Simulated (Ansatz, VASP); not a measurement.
One calculation of Ta4O, two programs

INCAR

```
SYSTEM = Ta4O
ALGO     = Normal         ! electronic algorithm
EDIFF    = 1E-6           ! SCF threshold, eV
ENCUT    = 520            ! plane-wave cutoff, eV
GGA      = PE             ! functional
ISIF     = 2              ! what is computed and relaxed
ISMEAR   = 0              ! smearing method
LASPH    = .True.         ! aspherical terms in the spheres
LCHARG   = .False.        ! write CHGCAR
LREAL    = .False.        ! projectors in reciprocal space
LWAVE    = .False.        ! write WAVECAR
NBANDS   = 33             ! bands
NELM     = 100            ! most SCF steps
PREC     = Accurate       ! precision mode
SIGMA    = 0.15           ! smearing width, eV
```

File KPOINTS:

```
k-points
0
Gamma
  14 14 8
  0 0 0
```

The input POSCAR:

```
Ta4O
1.0
    3.2058864392      0.0000000000      0.0000000000
    0.0000000000      3.2058864392      0.0000000000
    0.0000000000      0.0000000000      7.1735250770
Ta O
4 1
Direct
    0.0000000000      0.0000000000      0.5000000000
    0.5000000000      0.5000000000      0.7829127273
    0.5000000000      0.5000000000      0.2170872727
    0.0000000000      0.0000000000      0.0000000000
    0.5000000000      0.5000000000      0.5000000000
```

Input for Ansatz:

```yaml
crystal:
  lattice:
    - [3.2058864392, 0.0, 0.0]
    - [0.0, 3.2058864392, 0.0]
    - [0.0, 0.0, 7.173525077]
  atoms:
    - { symbol: Ta, position: [0.0, 0.0, 0.5] }
    - { symbol: Ta, position: [0.5, 0.5, 0.7829127273] }
    - { symbol: Ta, position: [0.5, 0.5, 0.2170872727] }
    - { symbol: Ta, position: [0.0, 0.0, 0.0] }
    - { symbol: O, position: [0.5, 0.5, 0.5] }
basis:
  ecutwfc: 420
kpoints:
  mp_grid: { grid: [14, 14, 8] }
hamiltonian:
  xc: pbe
scf:
  occupations: { method: gaussian, width: 0.15 }
output:
  forces: true
  stress: true
  eigenvalues: true
```

Change from the starting cell: strain -0.015 along x and y, -0.030 along z, atoms carried along.

Alike in both runs: task single point; functional PBE; k mesh 14 × 14 × 8; occupations gaussian, width 0.15 eV; no spin polarisation.

```csv
,VASP,Ansatz
version,VASP 6.6.1,Ansatz 0.2.0
potentials or method,"VASP PAW PBE potentials, release 64 (Ta_pv, O), cutoff 520 eV","scalar-relativistic, plane waves, PAW"
valence electrons in the cell,50,58
```

```csv
,VASP,Ansatz,Ansatz less VASP
gap on the k mesh at the Fermi level (eV),none,none,-
pressure (GPa),16.3,15.8,-0.40
"traceless stress, the component that is largest in VASP (GPa)",5.39,5.20,-0.186
rms of the force components (eV/Å),0.154,0.138,-0.0161
```

Atom by atom the forces differ by 0.016 eV/Å (rms over components). A gap of «none» marks a metal or a gap that the smearing closes. VASP's potentials hold 50 valence electrons a cell and Ansatz's 58, so a difference there can come from the potentials and not from the codes.

Neither program's run includes spin-orbit coupling.
